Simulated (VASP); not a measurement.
Here is a VASP 6.6.1 calculation.

File INCAR:

```
PREC     = Accurate       # precision mode
ENCUT    = 520            # plane-wave cutoff, eV
EDIFF    = 1E-7           # SCF threshold, eV
ISMEAR   = 0              # smearing method
SIGMA    = 0.05           # smearing width, eV
LREAL    = F              # projectors in reciprocal space
LASPH    = T              # aspherical terms in the spheres
NELM     = 100            # most SCF steps
ALGO     = Normal         # electronic algorithm
ISIF     = 2              # what is computed and relaxed
LWAVE    = F              # write WAVECAR
LCHARG   = F              # write CHGCAR
GGA      = PE             # functional
NBANDS   = 18             # bands
```

File KPOINTS:

```
Automatic mesh
0
Gamma
  14 14 14
```

POSCAR

```
Si2W
1.0
   -1.6094845769      1.6094845769      3.9229619805
    1.6094845769     -1.6094845769      3.9229619805
    1.6094845769      1.6094845769     -3.9229619805
Si W
2 1
Direct
    0.3344725098      0.3344725098      0.0000000000
    0.6655274902      0.6655274902      0.0000000000
    0.0000000000      0.0000000000      0.0000000000
```

Potentials or basis: VASP PAW PBE potentials, release 64 (Si, W_sv).

Command:

```sh
$ cat potpaw_PBE.64/Si/POTCAR potpaw_PBE.64/W_sv/POTCAR > POTCAR
$ mpirun -np 1 vasp_std > vasp.out
```

Task: Estimate the band gap on the k mesh.

Result: Zero (band 11 reaches 12.61 eV, above the bottom of band 12 at 11.35 eV).

Task: Predict the pressure.

Result: 2.1 GPa.

Stress tensor (GPa, compression positive):
```
2.14 0.00 0.00
0.00 2.14 0.00
0.00 0.00 2.05
```

Caveat: spin-orbit coupling is left out, which moves the levels of the heavy elements.
